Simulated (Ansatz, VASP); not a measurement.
ZnO in VASP and in Ansatz

```
Zn O
1.0
     3.23526    0.00000    0.00000
    -1.61763    2.80182    0.00000
     0.00000    0.00000    5.21131
Zn O
2 2
Direct
  0.33333 0.66667 0.00117
  0.66667 0.33333 0.50117
  0.33333 0.66667 0.38083
  0.66667 0.33333 0.88083
```

Alike in both runs: functional r2SCAN; k mesh 9 × 9 × 6; occupations gaussian, width 0.02 eV; no spin polarisation.

Ansatz relaxed the structure, and its values are those at the end. VASP's run is a single point on that final structure, the one shown.

|  | VASP | Ansatz |
| --- | --- | --- |
| version | VASP 6.6.1 | Ansatz 0.2.0 |
| potentials or method | VASP PAW PBE potentials, release 64 (Zn, O), cutoff 520 eV | scalar-relativistic, plane waves, PAW |
| valence electrons in the cell | 36 | 36 |

|  | VASP | Ansatz | Ansatz less VASP |
| --- | --- | --- | --- |
| gap on the k mesh at the Fermi level (eV) | 1.23 | 1.23 | 0.000 |
| least direct gap on the mesh (eV) | 1.23 | 1.23 | 0.000 |
| pressure (GPa) | 1.0 | 0.0 | -0.98 |
| rms of the force components (eV/Å) | 0.006 | 0.000 | -0.0062 |

VASP's potentials were made for PBE, not for r2SCAN.
